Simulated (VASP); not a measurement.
A run of VASP 6.6.1 is set up as follows.

Contents of INCAR:

```
SYSTEM = CuO
  ALGO = Normal
  EDIFF = 1E-6
  ENCUT = 520
  GGA = PE
  ISIF = 2
  ISMEAR = 1
  LASPH = .TRUE.
  LCHARG = .TRUE.
  LELF = .TRUE.
  LREAL = .FALSE.
  LVHAR = .TRUE.
  LWAVE = .FALSE.
  NBANDS = 25
  NELM = 60
  PREC = Accurate
  SIGMA = 0.05
```

Contents of KPOINTS:

```
k-points
0
G
  16 16 8
  0 0 0
```

Contents of POSCAR:

```
CuO
1.0
    2.3446500000     -1.7134000000      0.0000000000
    2.3446500000      1.7134000000      0.0000000000
   -0.8605500000      0.0000000000      5.0594400000
Cu O
2 2
Direct
    0.0032000000      0.4968000000      0.0000000000
    0.4968000000      0.0032000000      0.5000000000
    0.5714000000      0.4056000000      0.2537000000
    0.4056000000      0.5714000000      0.7537000000
```

Potentials or basis: VASP PAW PBE potentials, release 64 (Cu, O).

Run with:

```bash
$ cat potpaw_PBE.64/Cu/POTCAR potpaw_PBE.64/O/POTCAR > POTCAR
$ mpirun -np 1 vasp_std > vasp.out
```

(1) Predict the largest force.

(2) Estimate the pressure.

## Answers

(1) 0.787 eV/Å.

(2) 6.4 GPa.

Caveat: the cell stands under pressure.
